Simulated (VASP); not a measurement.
Write the native input for VASP 6.6.1 that does the following.

* Task: single point
* Functional: LDA
* Potentials or basis: VASP PAW LDA potentials, release 64 (Ti_sv)
* Cutoff: 520 eV
* k mesh: 13 × 13 × 8
* Occupations: gaussian, width 0.1 eV
* Spin: no spin polarisation
* Dipole correction: no
* Further INCAR settings: ALGO = Normal; EDIFF = 1e-06; NBANDS = 19

The structure of Ti lies in POSCAR:

```
Ti
1.0
    2.9500000000      0.0000000000      0.0000000000
   -1.4750000000      2.5547749400      0.0000000000
    0.0000000000      0.0000000000      4.7502000000
Ti
2
Direct
    0.3333333333      0.6666666667      0.2500000000
    0.6666666667      0.3333333333      0.7500000000
```

These files were run (other wordings do the same):

INCAR

```
PREC     = Accurate       # precision mode
ENCUT    = 520            # plane-wave cutoff, eV
EDIFF    = 1E-6           # SCF threshold, eV
ISMEAR   = 0              # smearing method
SIGMA    = 0.1            # smearing width, eV
LREAL    = False          # projectors in reciprocal space
LASPH    = True           # aspherical terms in the spheres
NELM     = 80             # most SCF steps
ALGO     = Normal         # electronic algorithm
ISIF     = 2              # what is computed and relaxed
LWAVE    = False          # write WAVECAR
LCHARG   = False          # write CHGCAR
NBANDS   = 19             # bands
```

KPOINTS

```
regular mesh
0
Gamma
  13 13 8
```

Potentials or basis: VASP PAW LDA potentials, release 64 (Ti_sv).

The run is started by

```console
$ cat potpaw_LDA.64/Ti_sv/POTCAR > POTCAR
$ mpirun -np 1 vasp_std > vasp.out
```

Results of the run:

The pressure is -11.2 GPa and the band gap on the k mesh is zero (band 12 reaches 8.52 eV, above the bottom of band 13 at 7.57 eV).

Run time: 51 s on 1 thread of Intel(R) Xeon(R) Platinum 8259CL CPU @ 2.50GHz (Skylake/Cascade Lake), with other jobs on the host, peak memory 0.18 GiB.
